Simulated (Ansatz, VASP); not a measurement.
# NaF: VASP beside Ansatz

The input INCAR:

```
SYSTEM = NaF
PREC = Accurate ; ENCUT = 600
EDIFF = 1E-6 ; ISMEAR = 0
SIGMA = 0.1 ; LREAL = .False.
LASPH = .True. ; NELM = 120
ALGO = Normal ; ISIF = 2
LWAVE = .False. ; LCHARG = .False.
GGA = PE ; NBANDS = 14
GGA_COMPAT = .False.
```

Contents of KPOINTS:

```
regular mesh
0
Gamma
  8 8 8
  0 0 0
```

The input POSCAR:

```
NaF
1.0
    0.0000000000      2.4624050230      2.4624050230
    2.4624050230      0.0000000000      2.4624050230
    2.4624050230      2.4624050230      0.0000000000
Na F
1 1
Direct
    0.0000000000      0.0000000000      0.0000000000
    0.5000000000      0.5000000000      0.5000000000
```

Input for Ansatz:

```yaml
crystal:
  lattice:
    - [0.0, 2.462405023, 2.462405023]
    - [2.462405023, 0.0, 2.462405023]
    - [2.462405023, 2.462405023, 0.0]
  atoms:
    - { symbol: Na, position: [0.0, 0.0, 0.0] }
    - { symbol: F, position: [0.5, 0.5, 0.5] }
basis:
  ecutwfc: 420
kpoints:
  mp_grid: { grid: [8, 8, 8] }
hamiltonian:
  xc: pbe
scf:
  occupations: { method: gaussian, width: 0.1 }
  lower_state_search: "off"
  max_iter: 30
  convergence: { dr2_threshold: "1e-9 eV" }
output:
  forces: true
  stress: true
  eigenvalues: true
```

Alike in both runs: task single point; functional PBE; k mesh 8 × 8 × 8; occupations gaussian, width 0.1 eV; no spin polarisation.

|  | VASP | Ansatz |
| --- | --- | --- |
| version | VASP 6.6.1 | Ansatz 0.2.0 |
| potentials or method | VASP PAW PBE potentials, release 64 (Na_pv, F), cutoff 600 eV | scalar-relativistic, plane waves, PAW |
| valence electrons in the cell | 14 | 16 |

|  | VASP | Ansatz | Ansatz less VASP |
| --- | --- | --- | --- |
| gap on the k mesh at the Fermi level (eV) | 5.42 | 5.43 | +0.009 |
| least direct gap on the mesh (eV) | 5.42 | 5.43 | +0.009 |
| pressure (GPa) | -4.8 | -4.6 | +0.21 |

VASP's potentials hold 14 valence electrons a cell and Ansatz's 16, so a difference there can come from the potentials and not from the codes. Ansatz's warnings: stress scf threshold loose.
